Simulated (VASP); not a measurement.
Runs of VASP 6.6.1 on MnO. It takes space group Fm-3m (No. 225, cubic). Conventional cell: a = 4.444 Å, b = 4.444 Å, c = 4.444 Å, α = 90.00°, β = 90.00°, γ = 90.00°. Mn (site symmetry m-3m) has 6 O at 2.22 Å within 2.9 Å. O (site symmetry m-3m) has 6 Mn at 2.22 Å within 2.9 Å. 

```tsv
potentials or basis	spin	k mesh	cutoff (eV)	second run	gap on the mesh (eV)	pressure (GPa)	moment (μB)
VASP PAW PBE potentials, release 64 (Mn_pv, O)	collinear, ferromagnetic start	5 × 5 × 5	520	-	0.39	(c)	5.00
VASP PAW PBE potentials, release 64 (Mn_sv, O)	collinear, ferromagnetic start	12 × 12 × 12	600	valence_matched	(b)	5.2	5.00
VASP PAW PBE potentials, release 64 (Mn_pv, O)	off	12 × 12 × 12	520	-	none	(a)	-
VASP PAW PBE potentials, release 64 (Mn_sv, O)	collinear, ferromagnetic start	5 × 5 × 5	600	valence_matched	0.35	5.3	5.00
VASP PAW PBE potentials, release 64 (Mn_pv, O)	collinear, ferromagnetic start	12 × 12 × 12	520	-	0.21	7.9	5.00
```

Alike in all rows: task single point; level PBE+U; Mn d U = 3.9 eV; cell as given; smearing gaussian 0.05 eV.

**Question.** Estimate the missing entries.

**Answer.** (a) -26.7; (b) 0.16; (c) 7.8.

Caveats: some runs use coarse meshes; a cell with one magnetic atom can't hold antiferromagnetic order, which such compounds often take (some runs); an odd number of electrons without spin polarisation forces a metal (some runs); a magnetic or distorted state may lie lower (some runs); U without spin polarisation on a metal has little footing (some runs).

A k mesh can miss the band edges.

A gap of «none» marks levels without a gap at the run's occupations.

The runs don't all hold the same shells in valence.
